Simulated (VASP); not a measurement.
Input of a VASP 6.6.1 run:

The input INCAR:

```
PREC = Accurate
ENCUT = 500
EDIFF = 1E-6
ISMEAR = 0
SIGMA = 0.1
LREAL = F
LASPH = T
NELM = 120
ALGO = Normal
ISIF = 2
LWAVE = F
LCHARG = F
GGA = PS
NBANDS = 12
GGA_COMPAT = F
```

Contents of KPOINTS:

```
regular mesh
0
Gamma
  6 6 6
```

The input POSCAR:

```
Au
1.0
    2.6683366361      0.0000000000      0.0000000000
    0.0000000000      2.6683366361      0.0000000000
    0.0000000000      0.0000000000      2.6683366361
Au
1
Direct
    0.0000000000      0.0000000000      0.0000000000
```

Potentials or basis: VASP PAW PBE potentials, release 64 (Au).

Launch:

```console
$ cat potpaw_PBE.64/Au/POTCAR > POTCAR
$ mpirun -np 1 vasp_std > vasp.out
```

Question: Predict the pressure.

Answer: 1.7 GPa.

Question: What does it give for the band gap on the k mesh?

Answer: Zero (an odd number of electrons rules out a gap without spin polarisation).

Caveat: the k points lie up to 0.39 Å⁻¹ apart, too coarse for converged energies and pressures of a metal; the PAW data sets were made with another functional, which shifts forces and pressure a little; spin-orbit coupling is left out, which moves the levels of the heavy elements.
